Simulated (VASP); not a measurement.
Write the native input for VASP 6.6.1 that does the following.

| Property | Result |
| --- | --- |
| Task | relaxation of cell and atoms |
| Functional | PBE |
| Potentials or basis | VASP PAW PBE potentials, release 64 (Mg, Te, O) |
| Cutoff | 600 eV |
| k mesh | 4 × 4 × 4 |
| Occupations | gaussian, width 0.1 eV |
| Spin | no spin polarisation |
| Dipole correction | no |
| Further INCAR settings | ALGO = Normal; EDIFF = 1e-07; IBRION = 2; EDIFFG = -0.04; NSW = 90; ISIF = 3 |

The structure of Mg3Te2O lies in POSCAR:

```
Mg3Te2O
1.0
    4.4261642202      0.0000000000      0.0000000000
    0.0000000000      4.4261642202      0.0000000000
    0.0000000000      0.0000000000      7.1960902925
Mg Te O
3 2 1
Direct
    0.5000000000      0.0000000000      0.6223657130
    0.0000000000      0.5000000000      0.6223657130
    0.5000000000      0.5000000000      0.3016832942
    0.5000000000      0.0000000000      0.0355275798
    0.0000000000      0.5000000000      0.0355275798
    0.0000000000      0.0000000000      0.6044679603
```

The cell was built from a structure type or drawn by symmetry, and may not be a known phase.

These files were run (other wordings do the same):

INCAR

```
SYSTEM = Mg3Te2O
  PREC = Accurate
  ENCUT = 600
  EDIFF = 1E-7
  ISMEAR = 0
  SIGMA = 0.1
  LREAL = .False.
  LASPH = .True.
  NELM = 80
  ALGO = Normal
  ISIF = 3
  LWAVE = .False.
  LCHARG = .False.
  GGA = PE
  IBRION = 2
  NSW = 90
  EDIFFG = -0.04
```

KPOINTS

```
regular mesh
0
Gamma
  4 4 4
  0 0 0
```

Potentials or basis: VASP PAW PBE potentials, release 64 (Mg, Te, O).

Launch:

```console
$ cat potpaw_PBE.64/Mg/POTCAR potpaw_PBE.64/Te/POTCAR potpaw_PBE.64/O/POTCAR > POTCAR
$ mpirun -np 1 vasp_std > vasp.out
```

Results of the run:

* Pressure after relaxing: 0.0 GPa
* Largest force after relaxing: 0.019 eV/Å
* Band gap on the k mesh: zero (bands 12 and 13 overlap by 2.79 eV)

Caveat: the relaxation stopped at its first step, so nothing moved; spin-orbit coupling is left out, which moves the levels of the heavy elements.

Run time: 46 s on 1 thread of AMD EPYC 9R45 96-Core Processor (Zen 5), with other jobs on the host, peak memory 0.25 GiB.
